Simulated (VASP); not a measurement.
Input of a VASP 6.6.1 run:

File INCAR:

```
SYSTEM = LiHF2
PREC = Accurate
ENCUT = 520
EDIFF = 1E-7
ISMEAR = 0
SIGMA = 0.05
LREAL = .False.
LASPH = .True.
NELM = 80
ALGO = Normal
ISIF = 2
LWAVE = .False.
LCHARG = .False.
GGA = CA
NBANDS = 17
```

The input KPOINTS:

```
Automatic mesh
0
Gamma
  9 9 9
  0 0 0
```

Contents of POSCAR:

```
LiHF2
1.0
    1.4427881604      0.8329941328      4.1131304824
   -1.4427881604      0.8329941328      4.1131304824
    0.0000000000     -1.6659882656      4.1131304824
Li H F
1 1 2
Direct
    0.0000000000      0.0000000000      0.0000000000
    0.5000000000      0.5000000000      0.5000000000
    0.4125119035      0.4125119035      0.4125119035
    0.5874880965      0.5874880965      0.5874880965
```

Potentials or basis: VASP PAW LDA potentials, release 64 (Li_sv, H, F).

Command:

```bash
$ cat potpaw_LDA.64/Li_sv/POTCAR potpaw_LDA.64/H/POTCAR potpaw_LDA.64/F/POTCAR > POTCAR
$ mpirun -np 1 vasp_std > vasp.out
```

(1) What does it give for the band gap on the k mesh?

(2) Predict the largest force.

Answers

(1) 8.63 eV, indirect (least direct gap 8.68 eV).

(2) 1.703 eV/Å.

Caveat: the cell differs from its parent crystal (strain -0.0500 x Voigt [0, 0, 1, 0, 0, 0]); forces of over 1 eV/Å act on the atoms, so gaps and moduli don't describe the material at rest.
